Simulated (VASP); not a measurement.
# Nb (Fm-3m) in VASP: a series of runs

Nb is run at these levels: PBEsol; tasks: single point.

All numbers are computed with VASP 6.6.1; they aren't measurements. Logs are shortened: lines on timing, memory, paths and dates and some standing lists are left out, and cuts for length are marked.

## Step 1: The cell of the first run

Symmetry: Fm-3m, No. 225, cubic system. Conventional cell: a = 4.021 Å, b = 4.021 Å, c = 4.021 Å, α = 90.00°, β = 90.00°, γ = 90.00°. Within 3.7 Å of Nb (site symmetry m-3m) lie 12 Nb at 2.84 Å.

## Step 2: Single point, PBEsol (Mo replaced by Nb, lengths x 1.039, strained)

The input, INCAR:

```
  PREC = Accurate
  ENCUT = 520
  EDIFF = 1E-7
  ISMEAR = 0
  SIGMA = 0.1
  LREAL = F
  LASPH = T
  NELM = 60
  ALGO = Fast
  ISIF = 2
  LWAVE = F
  LCHARG = T
  GGA = PS
  LELF = T
  LVHAR = T
  NBANDS = 12
```

The input, KPOINTS:

```
Automatic mesh
0
Gamma
  8 8 8
```

The input, POSCAR:

```
Nb
1.0
    0.0000000000      2.0102686753      2.0102686753
    2.0102686753      0.0000000000      2.0102686753
    2.0102686753      2.0102686753      0.0000000000
Nb
1
Direct
    0.0000000000      0.0000000000      0.0000000000
```

Potentials or basis: VASP PAW PBE potentials, release 64 (Nb_sv).

On the command line:

```
cat potpaw_PBE.64/Nb_sv/POTCAR > POTCAR
mpirun -np 1 vasp_std > vasp.out
```

OUTCAR:

```text
PREC = Accurate
   ENCUT = 520
   EDIFF = 1E-7
   ISMEAR = 0
   LREAL = F
   LASPH = T
   NELM = 60
   ISIF = 2
   GGA = PS

 ion  position               nearest neighbor table
   1  0.000  0.000  0.000-

  LATTYP: Found a face centered cubic cell.
 ALAT       =     4.0205373506

  Lattice vectors:

 A1 = (   0.0000000000,   2.0102686753,   2.0102686753)
 A2 = (   2.0102686753,   0.0000000000,   2.0102686753)
 A3 = (   2.0102686753,   2.0102686753,   0.0000000000)

Analysis of symmetry for initial positions (statically):
=====================================================================
 Subroutine PRICEL returns:
 Original cell was already a primitive cell.

 Routine SETGRP: Setting up the symmetry group for a
 face centered cubic supercell.

 Subroutine GETGRP returns: Found 48 space group operations
 (whereof 48 operations were pure point group operations)
 out of a pool of 48 trial point group operations.

The static configuration has the point symmetry O_h .

Analysis of symmetry for dynamics (positions and initial velocities):
=====================================================================
 Subroutine PRICEL returns:
 Original cell was already a primitive cell.

 Routine SETGRP: Setting up the symmetry group for a
 face centered cubic supercell.

 Subroutine GETGRP returns: Found 48 space group operations
 (whereof 48 operations were pure point group operations)
 out of a pool of 48 trial point group operations.

The dynamic configuration has the point symmetry O_h .

 Subroutine INISYM returns: Found 48 space group operations
 (whereof 48 operations are pure point group operations),
 and found     1 'primitive' translations

----------------------------------------------------------------------------------------

                                     Primitive cell

  volume of cell :      16.2477

  direct lattice vectors                    reciprocal lattice vectors
     0.000000000  2.010268675  2.010268675    -0.248722972  0.248722972  0.248722972
     2.010268675  0.000000000  2.010268675     0.248722972 -0.248722972  0.248722972
     2.010268675  2.010268675  0.000000000     0.248722972  0.248722972 -0.248722972

  length of vectors
     2.842949225  2.842949225  2.842949225     0.430800825  0.430800825  0.430800825

  position of ions in fractional coordinates (direct lattice)
     0.000000000  0.000000000  0.000000000

[... 82 lines left out ...]
   ISYM   =      2    0-nonsym 1-usesym 2-fastsym
   POTIM  = 0.5000    time-step for ionic-motion
   TEBEG  =    0.0;   TEEND  =   0.0 temperature during run
   PSTRESS=    0.0 pullay stress
   NELECT =      13.0000    total number of electrons
   NUPDOWN=      -1.0000    fix difference up-down
   EMIN   =  10.00;   EMAX   =-10.00  energy-range for DOS
   EFERMI =   0.00;   METHOD = LEGACY
   ISMEAR =     0;   SIGMA  =   0.10  broadening in eV -4-tet -1-fermi 0-gaus
   EFERMI_NEDOS =   21; number of points for ismear=-14 and -15
   IALGO  =     68    algorithm
   IMIX   =      4    mixing-type and parameters
     AMIX     =   0.40;   BMIX     =  1.00
     AMIX_MAG =   1.60;   BMIX_MAG =  1.00
  volume/ion in A,a.u.               =      16.25       109.64
  Fermi-wavevector in a.u.,A,eV,Ry     =   1.519819  2.872041 31.427411  2.309850
  Thomas-Fermi vector in A             =   2.628753
   LORBIT       =      0    0 simple, 1 ext, 2 COOP (PROOUT), +10 PAW based schemes
   GGA     = PS    functional components
   LHFCALC =     F    Hartree Fock is set to
   AEXX    =    0.0000 exact exchange contribution
   IVDW    =     0    specifies the selected vdW correction
   LEPSILON=     F    determine dielectric tensor
   LRPA    =     F    only Hartree local field effects (RPA)
 non-spin polarized calculation
 RMM-DIIS sequential band-by-band and
 Gauss-broadening in eV      SIGMA  =   0.10
  energy-cutoff  :      520.00
  volume of cell :       16.25
 maximum number of plane-waves:       445
 NGX is ok and might be reduce to    24
   NGX = 11   NGY = 11   NGZ = 11

 number of electron      13.0000001 magnetization

 Free energy of the ion-electron system (eV)
  ---------------------------------------------------
  ext. energy  EPLUGINS =         0.00000000
  ---------------------------------------------------
  free energy    TOTEN  =       -10.48530504 eV

  energy without entropy =      -10.47965882  energy(sigma->0) =      -10.48248193

 E-fermi :  12.9812     XC(G=0): -13.1720

 val. band max:       12.9456893176   @ k =   0.0000   0.0000   0.0000
 cond. band min:      12.9913408859   @ k =  -0.3750   0.2500   0.1250
 fundamental gap:      0.0456515682
 Fermi energy:        12.9811546231

 k-point     1 :       0.0000    0.0000    0.0000
  band No.  band energies     occupation
      1     -41.6061      2.00000
      2     -16.6700      2.00000
      3     -16.6700      2.00000
      4     -16.6700      2.00000
      5       6.4149      2.00000
      6      12.9457      1.38402
      7      12.9457      1.38402
      8      12.9457      1.38402
      9      16.1131      0.00000
     10      16.1131      0.00000
     11      24.9072      0.00000
     12      30.3078      0.00000
[... 331 lines left out ...]
 k-point    24 :      -0.3750    0.2500    0.1250
  band No.  band energies     occupation
      1     -41.1995      2.00000
      2     -18.2959      2.00000
      3     -17.4169      2.00000
      4     -17.0674      2.00000
      5      10.0128      2.00000
      6      10.9071      2.00000
      7      12.9913      0.88546
      8      14.2237      0.00000
      9      18.0783      0.00000
     10      21.6322      0.00000
     11      24.3137      0.00000
     12      28.1719      0.00000

 [... further k-points ...]

------------------------ aborting loop because EDIFF is reached ----------------------------------------

  FORCE on cell =-STRESS in cart. coord.  units (eV):
  Direction    XX          YY          ZZ          XY          YZ          ZX
  --------------------------------------------------------------------------------------
  -------------------------------------------------------------------------------------
  Total        2.2268224      2.2268224      2.2268224     -0.0000000     -0.0000000     -0.0000000
  in kB      219.5856020    219.5856020    219.5856020     -0.0000000     -0.0000000     -0.0000000
  external PRESSURE =     219.5856020 kB  Pullay stress =       0.0000000 kB

 VOLUME and BASIS-vectors are now :
 -----------------------------------------------------------------------------
  energy-cutoff  :      520.00
  volume of cell :       16.25
      direct lattice vectors                 reciprocal lattice vectors
     0.000000000  2.010268675  2.010268675    -0.248722972  0.248722972  0.248722972
     2.010268675  0.000000000  2.010268675     0.248722972 -0.248722972  0.248722972
     2.010268675  2.010268675  0.000000000     0.248722972  0.248722972 -0.248722972

 POSITION                                       TOTAL-FORCE (eV/Angst)
 -----------------------------------------------------------------------------------
      0.00000      0.00000      0.00000         0.000000     -0.000000      0.000000
 -----------------------------------------------------------------------------------
    total drift:                                0.000000      0.000000      0.000000

  FREE ENERGIE OF THE ION-ELECTRON SYSTEM (eV)
  ---------------------------------------------------
  free  energy   TOTEN  =       -10.4853050360 eV

  energy  without entropy=      -10.4796588183  energy(sigma->0) =      -10.48248193
```

OSZICAR:

```text
N       E                     dE             d eps       ncg     rms          rms(c)
DAV:   1     0.123291491801E+03    0.12329E+03   -0.73382E+03   696   0.110E+03
DAV:   2    -0.576680105340E+01   -0.12906E+03   -0.12505E+03   760   0.403E+02
DAV:   3    -0.105526655574E+02   -0.47859E+01   -0.45360E+01   984   0.674E+01
[... 17 lines left out ...]
RMM:  21    -0.104853041602E+02   -0.58423E-06   -0.54536E-06   658   0.797E-03    0.621E-04
RMM:  22    -0.104853045504E+02   -0.39028E-06   -0.39198E-06   623   0.599E-03    0.141E-03
RMM:  23    -0.104853047744E+02   -0.22398E-06   -0.21857E-06   552   0.429E-03    0.187E-03
RMM:  24    -0.104853049410E+02   -0.16655E-06   -0.15519E-06   531   0.357E-03    0.209E-03
RMM:  25    -0.104853050360E+02   -0.94991E-07   -0.89851E-07   483   0.270E-03
   1 F= -.10485305E+02 E0= -.10482482E+02  d E =-.564622E-02
```

stdout:

```text
POSCAR found type information on POSCAR Nb
 POSCAR found :  1 types and       1 ions
 scaLAPACK will be used
 -----------------------------------------------------------------------------
|                                                                             |
|                                                                             |
|     You enforced a specific xc type in the INCAR file but a different       |
|     I HOPE YOU KNOW WHAT YOU ARE DOING!                                     |
|                                                                             |
 -----------------------------------------------------------------------------

 LDA part: xc-table for (Slater+PW92), standard interpolation
 POSCAR, INCAR and KPOINTS ok, starting setup
 FFT: planning ... GRIDC
 FFT: planning ... GRID_SOFT
 FFT: planning ... GRID
 WAVECAR not read
 entering main loop
WARNING in EDDRMM: call to ZHEGV failed, returncode =   6  3     11
```

Run time: 9 s. Hardware: 1 thread of Intel Xeon Platinum 8488C (Sapphire Rapids), shared host; peak memory 0.13 GiB.

Results:

* Free energy: -10.4853 eV
* Pressure: 22.0 GPa

Caveat: the cell differs from its parent crystal (Mo replaced by Nb, lengths x 1.039, strained); the PAW data sets were made with another functional, which shifts forces and pressure a little.

## Step 3: Single point, PBEsol (Mo replaced by Nb, lengths x 1.039, strained)

The input, INCAR:

```
PREC     = Accurate       # precision mode
ENCUT    = 520            # plane-wave cutoff, eV
EDIFF    = 1E-6           # SCF threshold, eV
ISMEAR   = 0              # smearing method
SIGMA    = 0.1            # smearing width, eV
LREAL    = False          # projectors in reciprocal space
LASPH    = True           # aspherical terms in the spheres
NELM     = 80             # most SCF steps
ALGO     = Normal         # electronic algorithm
ISIF     = 2              # what is computed and relaxed
LWAVE    = False          # write WAVECAR
LCHARG   = False          # write CHGCAR
GGA      = PS             # functional
NBANDS   = 12             # bands
```

The input, KPOINTS:

```
Automatic mesh
0
Gamma
  18 18 18
```

POSCAR is that of step 2.

Potentials or basis: VASP PAW PBE potentials, release 64 (Nb_sv).

On the command line:

```
cat potpaw_PBE.64/Nb_sv/POTCAR > POTCAR
mpirun -np 1 vasp_std > vasp.out
```

Run time: 24 s. Hardware: 1 thread of Intel Xeon Platinum 8488C (Sapphire Rapids), shared host; peak memory 0.15 GiB.

The run converged. Its results:

```
Free energy : -10.4859 eV
Pressure    : 22.9 GPa
```

Levels at points of the mesh, in eV from the Fermi level:
```csv
k point,band 3,band 4,band 5,band 6,band 7,band 8,band 9,band 10
"(0.00, 0.00, 0.00)",-29.65,-29.65,-6.56,-0.03,-0.03,-0.03,3.14,3.14
"(0.50, 0.00, 0.00)",-29.89,-29.89,-4.44,-0.28,-0.28,2.00,5.58,5.58
"(0.50, 0.50, 0.00)",-30.31,-30.31,-4.94,-4.12,4.57,5.56,6.29,6.29
```

Caveat: the cell differs from its parent crystal (Mo replaced by Nb, lengths x 1.039, strained); the PAW data sets were made with another functional, which shifts forces and pressure a little.
